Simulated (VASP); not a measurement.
Runs of VASP 6.6.1 on W. The structure is that of space group Im-3m (No. 229), or close to it. The cells are those of the table. 

| task | cell | k mesh | cutoff (eV) | gap on the mesh (eV) | pressure (GPa) | relaxed volume (Å³/atom) |
| --- | --- | --- | --- | --- | --- | --- |
| single point | a = 2.759 Å, angles 109.5°, 1 atom | 8 × 8 × 8 | 520 | none | (b) | - |
| relaxation of cell and atoms | relaxed from a = 2.756 Å, angles 109.5°, 1 atom | 24 × 24 × 24 | 600 | none | 0.0 | 16.17 |
| single point | a = 2.757 Å, angles 109.5°, 1 atom | 24 × 24 × 24 | 520 | none | 0.5 | - |
| relaxation of cell and atoms | relaxed from a = 2.757 Å, angles 109.5°, 1 atom | 24 × 24 × 24 | 600 | none | 0.0 | 16.16 |
| relaxation of cell and atoms | relaxed from a = 2.746 Å, angles 109.5°, 1 atom | 8 × 8 × 8 | 600 | none | -0.1 | (a) |

Alike in all rows: level PBE; potentials or basis VASP PAW PBE potentials, release 64 (W_sv); no spin polarisation; smearing gaussian 0.1 eV.

Problem. Fill in the values left out.

Solution. (a) 16.19; (b) 0.2.

Caveats: spin-orbit coupling is left out, which moves the levels of the heavy elements.

A k mesh can miss the band edges, and the runs leave out spin-orbit coupling on W.

A gap of «none» marks levels without a gap at the run's occupations.
